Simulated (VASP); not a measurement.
ZrSiO4:

```
Zr Si O
1.0
    -3.30510    3.30510    2.99300
     3.30510   -3.30510    2.99300
     3.30510    3.30510   -2.99300
Zr Si O
2 2 8
Cartesian
  0.0000 3.3051 1.4965
  0.0000 0.0000 0.0000
  3.3051 0.0000 1.4965
  0.0000 0.0000 2.9930
  3.3051 2.0868 -1.0709
  4.5234 0.0000 0.4256
  0.0000 1.2183 1.9221
  2.0868 0.0000 0.4256
  3.3051 1.2183 2.5674
  1.2183 0.0000 4.0639
  3.3051 -1.2183 2.5674
  2.0868 3.3051 1.0709
```

```yaml
Program: VASP 6.6.1
Task: relaxation of cell and atoms
Functional: LDA
Potentials_or_basis: VASP PAW LDA potentials, release 64 (Zr_sv, Si, O)
Cutoff: 600 eV
k_mesh: 6 × 6 × 6
Occupations: gaussian, width 0.02 eV
Spin: no spin polarisation
```

At the start: pressure -4.6 GPa; volume 10.90 Å³/atom.

Question: How do energy, volume and symmetry change on relaxing?

Answer: Over 13 steps the energy falls by 4.7 meV/atom and the volume is 10.67 Å³/atom (-2.1 %); space group I4_1/amd (No. 141, to 0.1 Å) before and after.

The path:
```csv
step,energy change (eV),largest force (eV/Å),pressure (GPa),volume (Å³)
1,0.0000,0.3490,-4.58,130.78
2,0.0019,0.1627,5.88,124.97
3,-0.0548,0.1154,0.37,127.84
4,-0.0548,0.1102,0.48,127.79
5,-0.0537,0.1951,-0.50,128.09
6,-0.0561,0.0470,0.05,127.91
7,-0.0566,0.0210,-0.05,128.00
8,-0.0567,0.0114,-0.11,128.04
9,-0.0567,0.0071,0.11,127.94
10,-0.0567,0.0070,0.07,127.96
11,-0.0568,0.0114,-0.01,128.00
12,-0.0568,0.0060,0.01,127.98
13,-0.0568,0.0015,-0.01,128.01
```

Final structure:
```
Zr Si O
1.0
    -3.28140    3.28140    2.97201
     3.28140   -3.28140    2.97201
     3.28140    3.28140   -2.97201
Zr Si O
2 2 8
Cartesian
  0.0000 3.2814 1.4860
  0.0000 0.0000 0.0000
  3.2814 0.0000 1.4860
  0.0000 0.0000 2.9720
  3.2814 2.0690 -1.0751
  4.4938 0.0000 0.4109
  0.0000 1.2124 1.8969
  2.0690 0.0000 0.4109
  3.2814 1.2124 2.5611
  1.2124 0.0000 4.0472
  3.2814 -1.2124 2.5611
  2.0690 3.2814 1.0751
```
